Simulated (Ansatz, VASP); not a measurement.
**LaZn in VASP and in Ansatz**

File INCAR:

```
SYSTEM = LaZn
PREC = Accurate
ENCUT = 520
EDIFF = 1E-8
ISMEAR = -1
SIGMA = 0.05
LREAL = .FALSE.
LASPH = .TRUE.
NELM = 60
ALGO = Normal
ISIF = 2
LWAVE = .FALSE.
LCHARG = .FALSE.
LEFG = .TRUE.
NBANDS = 18
```

Contents of KPOINTS:

```
regular mesh
0
G
  9 9 9
  0 0 0
```

POSCAR

```
LaZn
1.0
    3.7624585633      0.0000000000      0.0000000000
    0.0000000000      3.7624585633      0.0000000000
    0.0000000000      0.0000000000      3.7624585633
La Zn
1 1
Direct
    0.5000000000      0.5000000000      0.5000000000
    0.0000000000      0.0000000000      0.0000000000
```

Input for Ansatz:

```yaml
crystal:
  lattice:
    - [3.7624585633, 0.0, 0.0]
    - [0.0, 3.7624585633, 0.0]
    - [0.0, 0.0, 3.7624585633]
  atoms:
    - { symbol: La, position: [0.5, 0.5, 0.5] }
    - { symbol: Zn, position: [0.0, 0.0, 0.0] }
kpoints:
  mp_grid: { grid: [9, 9, 9] }
scf:
  occupations: { method: fermi_dirac, width: 0.05 }
hamiltonian:
  xc: lda
  pseudopotentials: { kind: all_electron, datasets: crystal }
output:
  forces: true
  stress: true
  eigenvalues: true
  efg: { contact_densities: true }
```

Change from the starting cell: volume scaled by 1.01, crystal datasets.

Alike in both runs: task electric field gradients; functional LDA; k mesh 9 × 9 × 9; occupations fermi-dirac, width 0.05 eV; no spin polarisation.

|  | VASP | Ansatz |
| --- | --- | --- |
| version | VASP 6.6.1 | Ansatz 0.2.0 |
| potentials or method | VASP PAW LDA potentials, release 64 (La, Zn), cutoff 520 eV | all-electron PAW with datasets made for the crystal, scalar-relativistic |

|  | VASP | Ansatz | Ansatz less VASP |
| --- | --- | --- | --- |
| pressure (GPa) | -4.4 | -4.4 | -0.02 |

LDA's correlation is that of Perdew and Zunger in VASP and of Perdew and Wang (1992) in Ansatz. Ansatz ran all-electron here, and VASP with PAW potentials.

Neither program's run includes spin-orbit coupling.
